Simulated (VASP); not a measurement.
# CdRe5Br (P4/mmm) in VASP: single point with PBE

Aim: the single point of CdRe5Br with PBE.

Everything below comes from runs of VASP 6.6.1. Logs are shortened: lines on timing, memory, paths and dates and some standing lists are left out, and cuts for length are marked.

### 1 The cell of the first run

The structure is tetragonal, space group P4/mmm (No. 123). Conventional cell: a = 4.135 Å, b = 4.135 Å, c = 6.717 Å, α = 90.00°, β = 90.00°, γ = 90.00°. Within 3.7 Å of Cd (site symmetry 4/mmm) lie 12 Re at 2.82 to 2.92 Å. Within 3.3 Å of Re (site symmetry 2mm) lie 2 Br at 2.52 Å and 2 Cd at 2.82 Å and 7 Re at 2.82 to 2.92 Å. Re (site symmetry 4/mmm) has 8 Re at 2.82 Å and 4 Cd at 2.92 Å and 2 Br at 3.36 Å within 3.7 Å. Br (site symmetry 4/mmm) has 8 Re at 2.52 Å within 3.3 Å.

### 2 Single point, PBE

Contents of INCAR:

```
SYSTEM = CdRe5Br
PREC = Accurate ; ENCUT = 520
EDIFF = 1E-6 ; ISMEAR = 0
SIGMA = 0.1 ; LREAL = .False.
LASPH = .True. ; NELM = 80
ALGO = Normal ; ISIF = 2
LWAVE = .False. ; LCHARG = .True.
GGA = PE ; LELF = .True.
LVHAR = .True. ; NBANDS = 36
```

Contents of KPOINTS:

```
Automatic mesh
0
Gamma
  4 4 4
  0 0 0
```

Contents of POSCAR:

```
CdRe5Br
1.0
    4.1345282318      0.0000000000      0.0000000000
    0.0000000000      4.1345282318      0.0000000000
    0.0000000000      0.0000000000      6.7169010888
Cd Re Br
1 5 1
Direct
    0.5000000000      0.5000000000      0.0000000000
    0.0000000000      0.5000000000      0.2848890254
    0.0000000000      0.5000000000      0.7151109746
    0.5000000000      0.0000000000      0.2848890254
    0.5000000000      0.0000000000      0.7151109746
    0.0000000000      0.0000000000      0.0000000000
    0.0000000000      0.0000000000      0.5000000000
```

Potentials or basis: VASP PAW PBE potentials, release 64 (Cd, Re, Br).

The run is started by

```sh
cat potpaw_PBE.64/Cd/POTCAR potpaw_PBE.64/Re/POTCAR potpaw_PBE.64/Br/POTCAR > POTCAR
mpirun -np 1 vasp_std > vasp.out
```

OUTCAR:

```text
SYSTEM = CdRe5Br
   PREC = Accurate
   ENCUT = 520
   EDIFF = 1E-6
   ISMEAR = 0
   LREAL = .False.
   LASPH = .True.
   NELM = 80
   ISIF = 2
   GGA = PE

 ion  position               nearest neighbor table
   1  0.500  0.500  0.000-   2 2.82   3 2.82   4 2.82   5 2.82   4 2.82   5 2.82   2 2.82   3 2.82
                             6 2.92   6 2.92   6 2.92   6 2.92
   2  0.000  0.500  0.285-   7 2.52   7 2.52   1 2.82   6 2.82   6 2.82   1 2.82   3 2.89   4 2.92
                             4 2.92   4 2.92   4 2.92
   3  0.000  0.500  0.715-   7 2.52   7 2.52   1 2.82   6 2.82   6 2.82   1 2.82   2 2.89   5 2.92
                             5 2.92   5 2.92   5 2.92
   4  0.500  0.000  0.285-   7 2.52   7 2.52   1 2.82   1 2.82   6 2.82   6 2.82   5 2.89   2 2.92
                             2 2.92   2 2.92   2 2.92
   5  0.500  0.000  0.715-   7 2.52   7 2.52   1 2.82   1 2.82   6 2.82   6 2.82   4 2.89   3 2.92
                             3 2.92   3 2.92   3 2.92
   6  0.000  0.000  0.000-   2 2.82   3 2.82   4 2.82   5 2.82   2 2.82   3 2.82   4 2.82   5 2.82
                             1 2.92   1 2.92   1 2.92   1 2.92
   7  0.000  0.000  0.500-   2 2.52   3 2.52   4 2.52   5 2.52   2 2.52   3 2.52   4 2.52   5 2.52

  LATTYP: Found a simple tetragonal cell.
 ALAT       =     4.1345282318
 C/A-ratio  =     1.6245870659

  Lattice vectors:

 A1 = (   4.1345282318,   0.0000000000,   0.0000000000)
 A2 = (   0.0000000000,   4.1345282318,   0.0000000000)
 A3 = (   0.0000000000,   0.0000000000,   6.7169010888)

Analysis of symmetry for initial positions (statically):
=====================================================================
 Subroutine PRICEL returns:
 Original cell was already a primitive cell.

 Routine SETGRP: Setting up the symmetry group for a
 simple tetragonal supercell.

 Subroutine GETGRP returns: Found 16 space group operations
 (whereof 16 operations were pure point group operations)
 out of a pool of 16 trial point group operations.

The static configuration has the point symmetry D_4h.

Analysis of symmetry for dynamics (positions and initial velocities):
=====================================================================
 Subroutine PRICEL returns:
 Original cell was already a primitive cell.

 Routine SETGRP: Setting up the symmetry group for a
 simple tetragonal supercell.

 Subroutine GETGRP returns: Found 16 space group operations
 (whereof 16 operations were pure point group operations)
 out of a pool of 16 trial point group operations.

The dynamic configuration has the point symmetry D_4h.

 Subroutine INISYM returns: Found 16 space group operations
 (whereof 16 operations are pure point group operations),
 and found     1 'primitive' translations

----------------------------------------------------------------------------------------

                                     Primitive cell

  volume of cell :     114.8209

  direct lattice vectors                    reciprocal lattice vectors
     4.134528232  0.000000000  0.000000000     0.241865563  0.000000000  0.000000000
     0.000000000  4.134528232  0.000000000     0.000000000  0.241865563  0.000000000
     0.000000000  0.000000000  6.716901089     0.000000000  0.000000000  0.148878179

  length of vectors
     4.134528232  4.134528232  6.716901089     0.241865563  0.241865563  0.148878179

  position of ions in fractional coordinates (direct lattice)
     0.500000000  0.500000000  0.000000000
     0.000000000  0.500000000  0.284889025
     0.000000000  0.500000000  0.715110975
     0.500000000  0.000000000  0.284889025
     0.500000000  0.000000000  0.715110975
     0.000000000  0.000000000  0.000000000
     0.000000000  0.000000000  0.500000000

  ion indices of the primitive-cell ions
   primitive index   ion index
                 1           1
                 2           2
                 3           3
                 4           4
                 5           5
                 6           6
                 7           7

----------------------------------------------------------------------------------------

 KPOINTS: Automatic mesh

Automatic generation of k-mesh.
 Grid dimensions read from file:
 generate k-points for:    4    4    4

 Generating k-lattice:

  Cartesian coordinates                     Fractional coordinates (reciprocal lattice)
     0.060466391  0.000000000  0.000000000     0.250000000  0.000000000  0.000000000
     0.000000000  0.060466391  0.000000000     0.000000000  0.250000000  0.000000000
     0.000000000  0.000000000  0.037219545     0.000000000  0.000000000  0.250000000

  Length of vectors
     0.060466391  0.060466391  0.037219545

  Shift w.r.t. Gamma in fractional coordinates (k-lattice)
     0.000000000  0.000000000  0.000000000

 Subroutine IBZKPT returns following result:
 ===========================================

 Found     18 irreducible k-points:

 Following reciprocal coordinates:
            Coordinates               Weight
  0.000000  0.000000  0.000000      1.000000
  0.250000  0.000000  0.000000      4.000000
  0.500000  0.000000  0.000000      2.000000
  0.250000  0.250000  0.000000      4.000000
  0.500000  0.250000  0.000000      4.000000
  0.500000  0.500000  0.000000      1.000000
[... 10 lines left out ...]
  0.500000  0.250000  0.500000      4.000000
  0.500000  0.500000  0.500000      1.000000
   k-points           NKPTS =     18   k-points in BZ     NKDIM =     18   number of bands    NBANDS=     36
   number of dos      NEDOS =    301   number of ions     NIONS =      7
   total plane-waves  NPLWV =  51200
   dimension x,y,z NGX =    32 NGY =   32 NGZ =   50
   dimension x,y,z NGXF=    64 NGYF=   64 NGZF=  100
   ions per type =               1   5   1
   NGX,Y,Z   is equivalent  to a cutoff of  12.87, 12.87, 12.38 a.u.
   NGXF,Y,Z  is equivalent  to a cutoff of  25.73, 25.73, 24.75 a.u.
 SYSTEM =  CdRe5Br
   PREC   = accura    normal or accurate (medium, high low for compatibility)
   ISTART =      0    job   : 0-new  1-cont  2-samecut
   ICHARG =      2    charge: 1-file 2-atom 10-const
   ISPIN  =      1    spin polarized calculation?
   LNONCOLLINEAR =      F non collinear calculations
   LSORBIT =      F    spin-orbit coupling
   LASPH  =      T    aspherical Exc in radial PAW
   ENCUT  =  520.0 eV  38.22 Ry    6.18 a.u.   7.69  7.69 12.49*2*pi/ulx,y,z
   NELM   =     80;   NELMIN=  2; NELMDL= -5     # of ELM steps
   EDIFF  = 0.1E-05   stopping-criterion for ELM
   LREAL  =      F    real-space projection
   EDIFFG = 0.1E-04   stopping-criterion for IOM
   NSW    =      0    number of steps for IOM
   IBRION =     -1    ionic relax: 0-MD 1-quasi-New 2-CG
   NFREE  =      0    steps in history (QN), initial steepest desc. (CG)
   ISIF   =      2    stress and relaxation
   ISYM   =      2    0-nonsym 1-usesym 2-fastsym
   POTIM  = 0.5000    time-step for ionic-motion
   TEBEG  =    0.0;   TEEND  =   0.0 temperature during run
   PSTRESS=    0.0 pullay stress
   NELECT =      54.0000    total number of electrons
   NUPDOWN=      -1.0000    fix difference up-down
   EMIN   =  10.00;   EMAX   =-10.00  energy-range for DOS
   EFERMI =   0.00;   METHOD = LEGACY
   ISMEAR =     0;   SIGMA  =   0.10  broadening in eV -4-tet -1-fermi 0-gaus
   EFERMI_NEDOS =   21; number of points for ismear=-14 and -15
   IALGO  =     38    algorithm
   IMIX   =      4    mixing-type and parameters
     AMIX     =   0.40;   BMIX     =  1.00
     AMIX_MAG =   1.60;   BMIX_MAG =  1.00
  volume/ion in A,a.u.               =      16.40       110.69
  Fermi-wavevector in a.u.,A,eV,Ry     =   1.273110  2.405828 22.052432  1.620808
  Thomas-Fermi vector in A             =   2.405951
   LORBIT       =      0    0 simple, 1 ext, 2 COOP (PROOUT), +10 PAW based schemes
   GGA     = PE    functional components
   LHFCALC =     F    Hartree Fock is set to
   AEXX    =    0.0000 exact exchange contribution
   IVDW    =     0    specifies the selected vdW correction
   LEPSILON=     F    determine dielectric tensor
   LRPA    =     F    only Hartree local field effects (RPA)
 non-spin polarized calculation
 Gauss-broadening in eV      SIGMA  =   0.10
  energy-cutoff  :      520.00
  volume of cell :      114.82
 maximum number of plane-waves:      3113
 NGX is ok and might be reduce to    32
   NGX = 15   NGY = 15   NGZ = 25

 number of electron      54.0000003 magnetization

 Free energy of the ion-electron system (eV)
  ---------------------------------------------------
  ext. energy  EPLUGINS =         0.00000000
  ---------------------------------------------------
  free energy    TOTEN  =       -55.19257595 eV

  energy without entropy =      -55.14604032  energy(sigma->0) =      -55.16930814

 E-fermi :   7.0422     XC(G=0): -12.7712

 val. band max:        7.0158584444   @ k =   0.0000   0.0000   0.2500
 cond. band min:       7.0435292273   @ k =   0.5000   0.2500   0.2500
 fundamental gap:      0.0276707829
 Fermi energy:         7.0422058068

 k-point     1 :       0.0000    0.0000    0.0000
  band No.  band energies     occupation
      1     -12.4592      2.00000
      2      -2.8667      2.00000
      3      -2.2172      2.00000
      4      -2.1375      2.00000
      5      -2.0410      2.00000
      6      -2.0026      2.00000
[... 28 lines left out ...]
     35       9.5362      0.00000
     36      10.2227      0.00000

 k-point     2 :       0.2500    0.0000    0.0000
  band No.  band energies     occupation
      1     -12.3644      2.00000
      2      -2.4122      2.00000
      3      -2.2830      2.00000
      4      -1.9878      2.00000
      5      -1.9734      2.00000
      6      -1.9559      2.00000
[... 28 lines left out ...]
     35       9.5474      0.00000
     36       9.7155      0.00000
[... 583 lines left out ...]
     35       9.2852      0.00000
     36       9.3647      0.00000

 k-point    18 :       0.5000    0.5000    0.5000
  band No.  band energies     occupation
      1     -12.1150      2.00000
      2      -2.5606      2.00000
      3      -2.5606      2.00000
      4      -2.2009      2.00000
      5      -1.7478      2.00000
      6      -1.7258      2.00000
[... 28 lines left out ...]
     35       9.9368      0.00000
     36       9.9441      0.00000

------------------------ aborting loop because EDIFF is reached ----------------------------------------

  FORCE on cell =-STRESS in cart. coord.  units (eV):
  Direction    XX          YY          ZZ          XY          YZ          ZX
  --------------------------------------------------------------------------------------
  -------------------------------------------------------------------------------------
  Total        0.4709991      0.4709991      0.3654753      0.0000000     -0.0000000      0.0000000
  in kB        6.5721849      6.5721849      5.0997361      0.0000000     -0.0000000      0.0000000
  external PRESSURE =       6.0813686 kB  Pullay stress =       0.0000000 kB

 VOLUME and BASIS-vectors are now :
 -----------------------------------------------------------------------------
  energy-cutoff  :      520.00
  volume of cell :      114.82
      direct lattice vectors                 reciprocal lattice vectors
     4.134528232  0.000000000  0.000000000     0.241865563  0.000000000  0.000000000
     0.000000000  4.134528232  0.000000000     0.000000000  0.241865563  0.000000000
     0.000000000  0.000000000  6.716901089     0.000000000  0.000000000  0.148878179

 POSITION                                       TOTAL-FORCE (eV/Angst)
 -----------------------------------------------------------------------------------
      2.06726      2.06726      0.00000         0.000000     -0.000000      0.000000
      0.00000      2.06726      1.91357        -0.000000      0.000000     -0.017546
      0.00000      2.06726      4.80333         0.000000      0.000000      0.017546
      2.06726      0.00000      1.91357         0.000000     -0.000000     -0.017546
      2.06726      0.00000      4.80333         0.000000     -0.000000      0.017546
      0.00000      0.00000      0.00000         0.000000     -0.000000      0.000000
      0.00000      0.00000      3.35845         0.000000     -0.000000      0.000000
 -----------------------------------------------------------------------------------
    total drift:                                0.000000     -0.000000     -0.000000

  FREE ENERGIE OF THE ION-ELECTRON SYSTEM (eV)
  ---------------------------------------------------
  free  energy   TOTEN  =       -55.1925759508 eV

  energy  without entropy=      -55.1460403224  energy(sigma->0) =      -55.16930814
```

It took 68 s on 1 thread of Intel Xeon Platinum 8488C (Sapphire Rapids), shared host; peak memory 0.25 GiB.

What came out:

- Free energy: -55.1926 eV
- Pressure: 0.6 GPa
- Largest force: 0.018 eV/Å
- Band gap on the k mesh: zero (band 27 reaches 7.70 eV, above the bottom of band 28 at 6.28 eV)

Forces on the atoms (eV/Å):
```
Cd   0.000  0.000  0.000
Re   0.000  0.000 -0.018
Re   0.000  0.000  0.018
Re   0.000  0.000 -0.018
Re   0.000  0.000  0.018
Re   0.000  0.000  0.000
Br   0.000  0.000  0.000
```

Caveat: the k points lie up to 0.38 Å⁻¹ apart; spin-orbit coupling is left out, which moves the levels of the heavy elements.
